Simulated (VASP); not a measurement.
# W8C9 in VASP: a series of runs

The runs below take W8C9 through single point, with PBE.

Everything below comes from runs of VASP 6.6.1. Logs are shortened: lines on timing, memory, paths and dates and some standing lists are left out, and cuts for length are marked.

## 1. The cell of the first run

The cell holds a slab with vacuum, 17 atoms: a = 5.716 Å, b = 5.716 Å, c = 16.208 Å, α = 90.00°, β = 90.00°, γ = 120.00°.

## 2. Single point, PBE

File INCAR:

```
ALGO = Normal
EDIFF = 1E-7
ENCUT = 520
GGA = PE
ISIF = 2
ISMEAR = -1
LASPH = True
LCHARG = False
LREAL = Auto
LWAVE = False
NBANDS = 88
NELM = 60
PREC = Accurate
SIGMA = 0.05
```

File KPOINTS:

```
k-points
0
Gamma
  3 3 1
```

File POSCAR:

```
W8C9
1.0
    5.7156600000      0.0000000000      0.0000000000
   -2.8578300000      4.9499070000      0.0000000000
    0.0000000000      0.0000000000     16.2078000000
W C
8 9
Direct
    0.0000000000      0.0000000000      0.0616986883
    0.0178872788      0.0032323840      0.2456039685
    0.0000073214      0.5000093941      0.0616986883
   -0.0100739193      0.5046559461      0.2494848160
    0.4999947513      0.0000000000      0.0616986883
    0.5069821377     -0.0040808848      0.2435925912
    0.5000020727      0.5000093941      0.0616986883
    0.5084666808      0.4891203006      0.2249163983
    0.3331709400      0.1634778189      0.1488912746
    0.3401983733      0.2003471984      0.3123002505
    0.3591943516      0.6849017567      0.1349658806
    0.3467061978      0.6461737564      0.3199632276
    0.8372668963      0.1829125274      0.1508347833
    0.8310262979      0.1756800683      0.3182109848
    0.8469367360      0.6614467706      0.1393094683
    0.7910653012      0.6488000684      0.3182480040
    0.4864364107      0.5026559085      0.3525771542
```

Potentials or basis: VASP PAW PBE potentials, release 64 (W_sv, C).

Run with:

```console
> cat potpaw_PBE.64/W_sv/POTCAR potpaw_PBE.64/C/POTCAR > POTCAR
> mpirun -np 1 vasp_std > vasp.out
```

OUTCAR:

```text
EDIFF = 1E-7
   ENCUT = 520
   GGA = PE
   ISIF = 2
   ISMEAR = -1
   LASPH = True
   LREAL = Auto
   NELM = 60
   PREC = Accurate

 ion  position               nearest neighbor table
   1  0.000  0.000  0.062-  15 2.10   9 2.17  13 2.24   7 2.86   3 2.86   5 2.86   5 2.86   3 2.86
                             7 2.86   2 2.98
   2  0.018  0.003  0.246-  10 1.94  16 2.13  14 2.13   9 2.21  13 2.35  15 2.41   4 2.77   8 2.81
                             6 2.82   6 2.90   8 2.94   4 2.95   1 2.98
   3  0.000  0.500  0.062-  15 2.00  13 2.13  11 2.14   5 2.86   1 2.86   7 2.86   7 2.86   1 2.86
                             5 2.86   4 3.04
   4  0.990  0.505  0.249-  14 1.97  16 2.04  12 2.11  13 2.26  15 2.32  11 2.61   8 2.74   2 2.77
                             6 2.84   6 2.89   2 2.95   8 3.04   3 3.04
   5  0.500  0.000  0.062-  11 1.96   9 2.16  13 2.21   3 2.86   7 2.86   1 2.86   1 2.86   7 2.86
                             3 2.86   6 2.95
   6  0.507  0.996  0.244-  14 2.01  12 2.13  10 2.15  13 2.22   9 2.28  11 2.34   2 2.82   8 2.83
                             4 2.84   4 2.89   2 2.90   8 2.92   5 2.95
   7  0.500  0.500  0.062-  11 2.01  15 2.13   9 2.18   8 2.65   1 2.86   5 2.86   3 2.86   3 2.86
                             5 2.86   1 2.86
   8  0.508  0.489  0.225-  10 2.02   9 2.03  16 2.06  17 2.08  15 2.18  12 2.21  11 2.25   7 2.65
                             4 2.74   2 2.81   6 2.83   6 2.92   2 2.94   4 3.04
   9  0.333  0.163  0.149-   8 2.03   5 2.16   1 2.17   7 2.18   2 2.21   6 2.28
  10  0.340  0.200  0.312-  17 1.63   2 1.94   8 2.02   6 2.15
  11  0.359  0.685  0.135-   5 1.96   7 2.01   3 2.14   8 2.25   6 2.34   4 2.61
  12  0.347  0.646  0.320-  17 1.50   4 2.11   6 2.13   8 2.21
  13  0.837  0.183  0.151-   3 2.13   5 2.21   6 2.22   1 2.24   4 2.26   2 2.35
  14  0.831  0.176  0.318-   4 1.97   6 2.01   2 2.13
  15  0.847  0.661  0.139-   3 2.00   1 2.10   7 2.13   8 2.18   4 2.32   2 2.41
  16  0.791  0.649  0.318-  17 1.61   4 2.04   8 2.06   2 2.13
  17  0.486  0.503  0.353-  12 1.50  16 1.61  10 1.63   8 2.08

  LATTYP: Found a hexagonal cell.
 ALAT       =     5.7156600000
 C/A-ratio  =     2.8356830182

  Lattice vectors:

 A1 = (   5.7156600000,   0.0000000000,   0.0000000000)
 A2 = (  -2.8578300000,   4.9499070000,   0.0000000000)
 A3 = (   0.0000000000,   0.0000000000,  16.2078000000)

Analysis of symmetry for initial positions (statically):
=====================================================================
 Subroutine PRICEL returns:
 Original cell was already a primitive cell.

 Routine SETGRP: Setting up the symmetry group for a
 hexagonal supercell.

 Subroutine GETGRP returns: Found  1 space group operations
 (whereof  1 operations were pure point group operations)
 out of a pool of 24 trial point group operations.

The static configuration has the point symmetry C_1 .

Analysis of symmetry for dynamics (positions and initial velocities):
=====================================================================
 Subroutine PRICEL returns:
 Original cell was already a primitive cell.

 Routine SETGRP: Setting up the symmetry group for a
 hexagonal supercell.

 Subroutine GETGRP returns: Found  1 space group operations
 (whereof  1 operations were pure point group operations)
 out of a pool of 24 trial point group operations.

The dynamic configuration has the point symmetry C_1 .

 Subroutine INISYM returns: Found  1 space group operations
 (whereof  1 operations are pure point group operations),
 and found     1 'primitive' translations

----------------------------------------------------------------------------------------

                                     Primitive cell

  volume of cell :     458.5508

  direct lattice vectors                    reciprocal lattice vectors
     5.715660000  0.000000000  0.000000000     0.174957923  0.101011999  0.000000000
    -2.857830000  4.949907000  0.000000000     0.000000000  0.202023998  0.000000000
     0.000000000  0.000000000 16.207800000     0.000000000  0.000000000  0.061698688

  length of vectors
     5.715660000  5.715660208 16.207800000     0.202024005  0.202023998  0.061698688

  position of ions in fractional coordinates (direct lattice)
     0.000000000  0.000000000  0.061698688
     0.017887279  0.003232384  0.245603968
     0.000007321  0.500009394  0.061698688
     0.989926081  0.504655946  0.249484816
     0.499994751  0.000000000  0.061698688
     0.506982138  0.995919115  0.243592591
[... 9 lines left out ...]
     0.791065301  0.648800068  0.318248004
     0.486436411  0.502655909  0.352577154

  ion indices of the primitive-cell ions
   primitive index   ion index
                 1           1
                 2           2
                 3           3
                 4           4
                 5           5
                 6           6
[... 9 lines left out ...]
                16          16
                17          17

----------------------------------------------------------------------------------------

 KPOINTS: k-points

Automatic generation of k-mesh.
 Grid dimensions read from file:
 generate k-points for:    3    3    1

 Generating k-lattice:

  Cartesian coordinates                     Fractional coordinates (reciprocal lattice)
     0.058319308  0.033670666  0.000000000     0.333333333 -0.000000000  0.000000000
     0.000000000  0.067341333  0.000000000     0.000000000  0.333333333  0.000000000
     0.000000000  0.000000000  0.061698688     0.000000000  0.000000000  1.000000000

  Length of vectors
     0.067341335  0.067341333  0.061698688

  Shift w.r.t. Gamma in fractional coordinates (k-lattice)
     0.000000000  0.000000000  0.000000000

 Subroutine IBZKPT returns following result:
 ===========================================

 Found      5 irreducible k-points:

 Following reciprocal coordinates:
            Coordinates               Weight
  0.000000  0.000000  0.000000      1.000000
  0.333333  0.000000  0.000000      2.000000
  0.000000  0.333333  0.000000      2.000000
 -0.333333  0.333333  0.000000      2.000000
  0.333333  0.333333  0.000000      2.000000
   k-points           NKPTS =      5   k-points in BZ     NKDIM =      5   number of bands    NBANDS=     88
   number of dos      NEDOS =    301   number of ions     NIONS =     17
   total plane-waves  NPLWV = 290304
   dimension x,y,z NGX =    48 NGY =   48 NGZ =  126
   dimension x,y,z NGXF=    96 NGYF=   96 NGZF=  252
   ions per type =               8   9
   NGX,Y,Z   is equivalent  to a cutoff of  13.96, 13.96, 12.92 a.u.
   NGXF,Y,Z  is equivalent  to a cutoff of  27.92, 27.92, 25.85 a.u.
 SYSTEM =  unknown system
   PREC   = accura    normal or accurate (medium, high low for compatibility)
   ISTART =      0    job   : 0-new  1-cont  2-samecut
   ICHARG =      2    charge: 1-file 2-atom 10-const
   ISPIN  =      1    spin polarized calculation?
   LNONCOLLINEAR =      F non collinear calculations
   LSORBIT =      F    spin-orbit coupling
   LASPH  =      T    aspherical Exc in radial PAW
   ENCUT  =  520.0 eV  38.22 Ry    6.18 a.u.  10.63 10.63 30.14*2*pi/ulx,y,z
   NELM   =     60;   NELMIN=  2; NELMDL= -5     # of ELM steps
   EDIFF  = 0.1E-06   stopping-criterion for ELM
   LREAL  =      T    real-space projection
   EDIFFG = 0.1E-05   stopping-criterion for IOM
   NSW    =      0    number of steps for IOM
   IBRION =     -1    ionic relax: 0-MD 1-quasi-New 2-CG
   NFREE  =      0    steps in history (QN), initial steepest desc. (CG)
   ISIF   =      2    stress and relaxation
   ISYM   =      2    0-nonsym 1-usesym 2-fastsym
   POTIM  = 0.5000    time-step for ionic-motion
   TEBEG  =    0.0;   TEEND  =   0.0 temperature during run
   PSTRESS=    0.0 pullay stress
   NELECT =     148.0000    total number of electrons
   NUPDOWN=      -1.0000    fix difference up-down
   EMIN   =  10.00;   EMAX   =-10.00  energy-range for DOS
   EFERMI =   0.00;   METHOD = LEGACY
   ISMEAR =    -1;   SIGMA  =   0.05  broadening in eV -4-tet -1-fermi 0-gaus
   EFERMI_NEDOS =   21; number of points for ismear=-14 and -15
   IALGO  =     38    algorithm
   IMIX   =      4    mixing-type and parameters
     AMIX     =   0.40;   BMIX     =  1.00
     AMIX_MAG =   1.60;   BMIX_MAG =  1.00
  volume/ion in A,a.u.               =      26.97       182.03
  Fermi-wavevector in a.u.,A,eV,Ry     =   1.122965  2.122096 17.157634  1.261050
  Thomas-Fermi vector in A             =   2.259628
   LORBIT       =      0    0 simple, 1 ext, 2 COOP (PROOUT), +10 PAW based schemes
   GGA     = PE    functional components
   LHFCALC =     F    Hartree Fock is set to
   AEXX    =    0.0000 exact exchange contribution
   IVDW    =     0    specifies the selected vdW correction
   LEPSILON=     F    determine dielectric tensor
   LRPA    =     F    only Hartree local field effects (RPA)
 non-spin polarized calculation
  energy-cutoff  :      520.00
  volume of cell :      458.55
 maximum number of plane-waves:     12378
 NGX is ok and might be reduce to    42
   NGX = 21   NGY = 21   NGZ = 61

 number of electron     147.9999992 magnetization

 Free energy of the ion-electron system (eV)
  ---------------------------------------------------
  ext. energy  EPLUGINS =         0.00000000
  ---------------------------------------------------
  free energy    TOTEN  =      -171.39120065 eV

  energy without entropy =     -171.31343928  energy(sigma->0) =     -171.35231996

 E-fermi :   0.5413     XC(G=0):  -6.3392

 val. band max:        0.4877431945   @ k =   0.0000   0.0000   0.0000
 cond. band min:       0.5473816478   @ k =  -0.3333   0.3333   0.0000
 fundamental gap:      0.0596384533
 Fermi energy:         0.5413151347

 k-point     1 :       0.0000    0.0000    0.0000
  band No.  band energies     occupation
      1     -73.1842      2.00000
      2     -73.1744      2.00000
      3     -73.1211      2.00000
      4     -73.1045      2.00000
      5     -73.0909      2.00000
      6     -73.0693      2.00000
[... 434 lines left out ...]
     85       3.3684      0.00000
     86       3.4901      0.00000
 [bands above 86 left out]

------------------------ aborting loop because EDIFF is reached ----------------------------------------

  FORCE on cell =-STRESS in cart. coord.  units (eV):
  Direction    XX          YY          ZZ          XY          YZ          ZX
  --------------------------------------------------------------------------------------
  -------------------------------------------------------------------------------------
  Total        9.6432962     12.8453199      7.5207901      1.4355705      0.1451054      0.2865536
  in kB       33.6936915     44.8815669     26.2776518      5.0158853      0.5069986      1.0012186
  external PRESSURE =      34.9509701 kB  Pullay stress =       0.0000000 kB

 VOLUME and BASIS-vectors are now :
 -----------------------------------------------------------------------------
  energy-cutoff  :      520.00
  volume of cell :      458.55
      direct lattice vectors                 reciprocal lattice vectors
     5.715660000  0.000000000  0.000000000     0.174957923  0.101011999  0.000000000
    -2.857830000  4.949907000  0.000000000     0.000000000  0.202023998  0.000000000
     0.000000000  0.000000000 16.207800000     0.000000000  0.000000000  0.061698688

 POSITION                                       TOTAL-FORCE (eV/Angst)
 -----------------------------------------------------------------------------------
      0.00000      0.00000      1.00000         0.126028      0.463261      1.061639
      0.09300      0.01600      3.98070        -3.588573     -0.737622     -1.407367
     -1.42890      2.47500      1.00000         0.717753     -0.331106     -0.198648
      4.21586      2.49800      4.04360         2.734482     -0.802701     -0.985830
      2.85780      0.00000      1.00000         0.395331      1.410109     -0.304803
      0.05157      4.92971      3.94810         0.207981      0.040617     -0.100167
[... 9 lines left out ...]
      2.66730      3.21150      5.15810        -1.725586     -0.783650      1.869045
      1.34380      2.48810      5.71450         0.838794     -0.084849     -1.349106
 -----------------------------------------------------------------------------------
    total drift:                               -0.005861      0.000375     -0.018179

  FREE ENERGIE OF THE ION-ELECTRON SYSTEM (eV)
  ---------------------------------------------------
  free  energy   TOTEN  =      -171.3912006463 eV

  energy  without entropy=     -171.3134392767  energy(sigma->0) =     -171.35231996
```

Wall time 9.4 min (1 thread of Intel Xeon Platinum 8559C (Emerald Rapids), shared host); peak memory 0.64 GiB.

Results:

```
Free energy            : -171.3912 eV
Largest force          : 4.607 eV/Å
Band gap on the k mesh : zero (band 74 reaches 1.17 eV, above the bottom of band 75 at 0.48 eV)
```

Forces on the atoms (eV/Å):
```
W    0.126  0.463  1.062
W   -3.589 -0.738 -1.407
W    0.718 -0.331 -0.199
W    2.734 -0.803 -0.986
W    0.395  1.410 -0.305
W    0.208  0.041 -0.100
W    0.732 -0.555 -2.760
W   -2.468  3.114 -0.475
C    0.235 -1.099 -2.071
C    1.326  2.432  3.681
C   -1.072 -1.312  2.538
C    1.673 -1.012  0.312
C    0.628 -0.941 -0.410
C    0.137 -0.466 -0.501
C   -0.896  0.665  1.100
C   -1.726 -0.784  1.869
C    0.839 -0.085 -1.349
```

Caveat: the k points lie up to 0.42 Å⁻¹ apart; spin-orbit coupling is left out, which moves the levels of the heavy elements.

## 3. Single point, PBE

File INCAR:

```
SYSTEM = W8C9
PREC = Accurate
ENCUT = 520
EDIFF = 1E-7
ISMEAR = -1
SIGMA = 0.05
LREAL = Auto
LASPH = .True.
NELM = 80
ALGO = Normal
ISIF = 2
LWAVE = .False.
LCHARG = .False.
GGA = PE
NBANDS = 88
```

File KPOINTS:

```
regular mesh
0
Gamma
  3 3 1
  0 0 0
```

File POSCAR:

```
W8C9
1.0
    5.7156600000      0.0000000000      0.0000000000
   -2.8578300000      4.9499070000      0.0000000000
    0.0000000000      0.0000000000     16.2078000000
W C
8 9
Direct
    0.0000000000      0.0000000000      0.0616986883
   -0.0000468278      0.0025657048      0.2448512445
    0.0000073214      0.5000093941      0.0616986883
    0.0243214894      0.5229189154      0.2433211170
    0.4999947513      0.0000000000      0.0616986883
    0.5078094921      0.0095759375      0.2411246437
    0.5000020727      0.5000093941      0.0616986883
    0.5074280198      0.4990800837      0.2288404349
    0.3343733959      0.1542655246      0.1472069004
    0.3867638750      0.2343074324      0.3187230839
    0.3258243692      0.6609215082      0.1444489690
    0.3955014728      0.6684974081      0.3255531287
    0.8241039327      0.1627101277      0.1441651550
    0.8572944605      0.1599828037      0.3111711645
    0.8357217771      0.6555678723      0.1394698849
    0.8003604492      0.6492647236      0.3183343822
    0.5242950009      0.5109792972      0.3508310813
```

Potentials or basis: VASP PAW PBE potentials, release 64 (W_sv, C).

Run with:

```console
> cat potpaw_PBE.64/W_sv/POTCAR potpaw_PBE.64/C/POTCAR > POTCAR
> mpirun -np 1 vasp_std > vasp.out
```

Wall time 9.8 min (1 thread of Intel Xeon Platinum 8559C (Emerald Rapids), shared host); peak memory 0.64 GiB.

Results (log left out):

```yaml
Free_energy: -171.9034 eV
Largest_force: 5.485 eV/Å
Band_gap_on_the_k_mesh: zero (band 74 reaches 1.23 eV, above the bottom of band 75 at 0.37 eV)
```

Forces in eV/Å, atoms in the order of the input:
```
W    0.167 -0.016  0.488
W    2.302 -0.319 -1.378
W    0.537 -0.382 -0.276
W   -0.881 -2.713  0.808
W   -0.036 -0.259  0.195
W    1.120 -0.154  1.356
W   -0.055 -0.554 -1.472
W   -0.268  1.793 -5.176
C   -0.847  0.526 -1.056
C   -0.410 -2.376  1.199
C    0.429  0.643 -0.026
C   -1.260 -0.619 -0.885
C    0.779  0.308  0.805
C   -1.976  2.093  1.329
C   -0.542  0.899  1.103
C    1.301  0.537  0.507
C   -0.360  0.595  2.480
```

Levels at points of the mesh, in eV from the Fermi level:
| k point | band 70 | band 71 | band 72 | band 73 | band 74 | band 75 | band 76 | band 77 | band 78 | band 79 |
| --- | --- | --- | --- | --- | --- | --- | --- | --- | --- | --- |
| (0.00, 0.00, 0.00) | -0.17 | -0.15 | 0.48 | 0.69 | 0.72 | 0.77 | 0.84 | 1.23 | 2.04 | 2.27 |

Caveat: the k points lie up to 0.42 Å⁻¹ apart; spin-orbit coupling is left out, which moves the levels of the heavy elements.
